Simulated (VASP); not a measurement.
Wanted: the native input for a VASP 6.6.1 run.

- Task: relaxation of shape and atoms at fixed volume
- Functional: PBE
- Potentials or basis: VASP PAW PBE potentials, release 64 (Co, O)
- Cutoff: 600 eV
- k mesh: 12 × 12 × 12
- Occupations: gaussian, width 0.02 eV
- Spin: collinear spin, ferromagnetic start
- Starting moments: [2.88, 0.24] μB
- Hubbard terms: Co d U = 3.32 eV
- Dipole correction: no
- Further INCAR settings: ALGO = Normal; EDIFF = 1e-06; IBRION = 2; EDIFFG = -0.01; NSW = 50; ISIF = 4

The structure of CoO lies in POSCAR:

```
CoO
1.0
    1.4726408144      0.8502295706      2.3703201762
   -1.4726408144      0.8502295706      2.3703201762
    0.0000000000     -1.7004591412      2.3703201762
Co O
1 1
Direct
    0.0000000000      0.0000000000      0.0000000000
    0.5000000000      0.5000000000      0.5000000000
```

This cell differs from its parent crystal: volume scaled by 0.88.

The input as run:

INCAR

```
SYSTEM = CoO
PREC = Accurate ; ENCUT = 600
EDIFF = 1E-6 ; ISMEAR = 0
SIGMA = 0.02 ; LREAL = .False.
LASPH = .True. ; NELM = 150
ALGO = Normal ; ISIF = 4
LWAVE = .False. ; LCHARG = .False.
ISPIN = 2 ; MAGMOM = 2.88 0.24
LORBIT = 11 ; LMAXMIX = 4
LDAU = .True. ; LDAUTYPE = 2
LDAUL = 2 -1 ; LDAUU = 3.32 0
LDAUJ = 0 0 ; LDAUPRINT = 1
GGA = PE ; IBRION = 2
NSW = 50 ; EDIFFG = -0.01
```

KPOINTS

```
Automatic mesh
0
Gamma
  12 12 12
  0 0 0
```

Potentials or basis: VASP PAW PBE potentials, release 64 (Co, O).

Launch:

```sh
$ cat potpaw_PBE.64/Co/POTCAR potpaw_PBE.64/O/POTCAR > POTCAR
$ mpirun -np 1 vasp_std > vasp.out
```

Results of the run:

```yaml
Energy_gained_by_relaxing: 1.2 meV/atom
Ionic_steps: 5
Pressure_after_relaxing: 17.2 GPa
Band_gap_on_the_k_mesh: zero (filled and empty bands overlap)
Net_moment: 3.00 μB per cell
Site_moments: Co +2.72; O +0.27 μB
Valence_electrons_inside_the_program's_atomic_spheres: Co 7.95; O 5.04
```

Caveat: a cell with one magnetic atom can't hold antiferromagnetic order, which such compounds often take.

Run time: 6.2 min on 1 thread of Oxide Virtual Turin-like Processor (shared host), peak memory 0.19 GiB.
